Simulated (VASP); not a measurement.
# K2S (fluorite type): electric field gradients with PBE

K2S (fluorite type):

```
CELL_PARAMETERS angstrom
0.00000 3.80451 3.80451
3.80451 0.00000 3.80451
3.80451 3.80451 0.00000
ATOMIC_POSITIONS crystal
S 0.00000 0.00000 0.00000
K 0.25000 0.25000 0.25000
K 0.75000 0.75000 0.75000
```

```yaml
Program: VASP 6.6.1
Task: electric field gradients
Functional: PBE
Potentials_or_basis: VASP PAW PBE potentials, release 64 (S, K_sv)
Cutoff: 400 eV
k_mesh: 10 × 10 × 10
Occupations: fermi-dirac, width 0.03 eV
Spin: collinear spin
Starting_moments: "[0.2, 0.2, 0.2] μB"
Dipole_correction: no
Further_INCAR_settings: ALGO = Normal; EDIFF = 1e-08; NBANDS = 23
```

| Quantity | Value |
| --- | --- |
| Pressure | -0.9 GPa |
| Band gap on the k mesh | 2.18 eV (least direct gap 2.30 eV) |
| Net moment | 0.00 μB per cell |
| Largest electric field gradient by atom | zero within the noise of the run |
| Valence electrons inside the program's atomic spheres | S 3.69; K 7.57 |

Levels at points of the mesh, in eV from the valence-band top:
Spin up:
| k point | band 8 | band 9 | band 10 | band 11 | band 12 | band 13 | band 14 | band 15 | band 16 | band 17 |
| --- | --- | --- | --- | --- | --- | --- | --- | --- | --- | --- |
| (0.00, 0.00, 0.00) | -12.77 | -9.55 | -0.13 | -0.13 | -0.13 | 2.18 | 5.43 | 5.43 | 7.19 | 7.19 |
| (0.50, 0.00, 0.00) | -12.86 | -9.41 | -0.57 | -0.04 | -0.04 | 4.55 | 4.65 | 5.69 | 5.69 | 7.43 |
| (0.50, 0.50, 0.00) | -12.71 | -9.38 | -0.67 | 0.00 | 0.00 | 3.47 | 5.12 | 6.18 | 6.50 | 7.29 |
Spin down:
| k point | band 10 | band 11 | band 12 | band 13 | band 14 | band 15 |
| --- | --- | --- | --- | --- | --- | --- |
| (0.00, 0.00, 0.00) | -0.13 | -0.13 | -0.13 | 2.18 | 5.43 | 5.43 |
| (0.50, 0.00, 0.00) | -0.57 | -0.04 | -0.04 | 4.55 | 4.65 | 5.69 |
| (0.50, 0.50, 0.00) | -0.67 | 0.00 | 0.00 | 3.47 | 5.12 | 6.18 |

Wall time 3.3 min on 1 thread of AMD EPYC 7R13 Processor (Zen 3), with other jobs on the host, peak memory 0.27 GiB.

A k mesh can miss the band edges.
